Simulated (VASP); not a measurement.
Input of a VASP 6.6.1 run:

File INCAR:

```
PREC     = Accurate       # precision mode
ENCUT    = 520            # plane-wave cutoff, eV
EDIFF    = 1E-6           # SCF threshold, eV
ISMEAR   = 0              # smearing method
SIGMA    = 0.1            # smearing width, eV
LREAL    = False          # projectors in reciprocal space
LASPH    = True           # aspherical terms in the spheres
NELM     = 100            # most SCF steps
ALGO     = Normal         # electronic algorithm
ISIF     = 2              # what is computed and relaxed
LWAVE    = False          # write WAVECAR
LCHARG   = False          # write CHGCAR
GGA      = PE             # functional
NBANDS   = 31             # bands
```

The input KPOINTS:

```
regular mesh
0
Gamma
  3 3 4
```

Contents of POSCAR:

```
AlGa2Sb3
1.0
    6.1296802100      0.0000000000      0.0000000000
   -3.0648401000      5.3084587800      0.0000000000
    0.0000000000      0.0000000000      4.3446814000
Al Ga Sb
1 2 3
Direct
    0.0000000000      0.0000000000      0.0000000000
    0.3333333300      0.6666666700      0.0000000000
    0.6666666700      0.3333333300      0.0000000000
    0.5000000000      0.0000000000      0.5000000000
    0.0000000000      0.5000000000      0.5000000000
    0.5000000000      0.5000000000      0.5000000000
```

Potentials or basis: VASP PAW PBE potentials, release 64 (Al, Ga_d, Sb).

Command:

```sh
$ cat potpaw_PBE.64/Al/POTCAR potpaw_PBE.64/Ga_d/POTCAR potpaw_PBE.64/Sb/POTCAR > POTCAR
$ mpirun -np 1 vasp_std > vasp.out
```

Predict the band gap on the k mesh.

zero (bands 22 and 23 overlap by 1.39 eV).

Predict the pressure.

11.8 GPa.

Stress tensor (GPa, compression positive):
```
11.71  0.00  0.00
 0.00 11.71  0.00
 0.00  0.00 12.12
```

Caveat: the k points lie up to 0.39 Å⁻¹ apart, too coarse for converged energies and pressures of a metal; spin-orbit coupling is left out, which moves the levels of the heavy elements.
